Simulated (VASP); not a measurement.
## Ge: single point with PBEsol

Crystal: Ge.

```
CELL_PARAMETERS angstrom
2.11601 0.00000 0.00000
0.00000 2.11601 0.00000
0.00000 0.00000 2.11601
ATOMIC_POSITIONS crystal
Ge 0.00000 0.00000 0.00000
```

This cell differs from its parent crystal: volume scaled by 0.5.

| Item | Value |
| --- | --- |
| Program | VASP 6.6.1 |
| Task | single point |
| Functional | PBEsol |
| Potentials or basis | VASP PAW PBE potentials, release 64 (Ge_d) |
| Cutoff | 520 eV |
| k mesh | 15 × 15 × 15 |
| Occupations | fermi-dirac, width 0.1 eV |
| Spin | no spin polarisation |
| Dipole correction | no |
| Further INCAR settings | ALGO = Normal; EDIFF = 1e-06; NBANDS = 13 |

```yaml
Pressure: 266.7 GPa
Band_gap_on_the_k_mesh: zero (band 7 reaches 28.02 eV, above the bottom of band 8 at 14.89 eV)
```

Levels at points of the mesh, in eV from the Fermi level:
```csv
k point,band 4,band 5,band 6,band 7,band 8,band 9,band 10,band 11
"(0.00, 0.00, 0.00)",-25.82,-25.82,-21.73,10.71,10.71,10.71,13.55,13.55
```

Run time: 6.5 s on 1 thread of Intel(R) Xeon(R) Platinum 8259CL CPU @ 2.50GHz (Skylake/Cascade Lake), on a shared host, peak memory 0.12 GiB.

Caveat: the PAW data sets were made with another functional, which shifts forces and pressure a little.
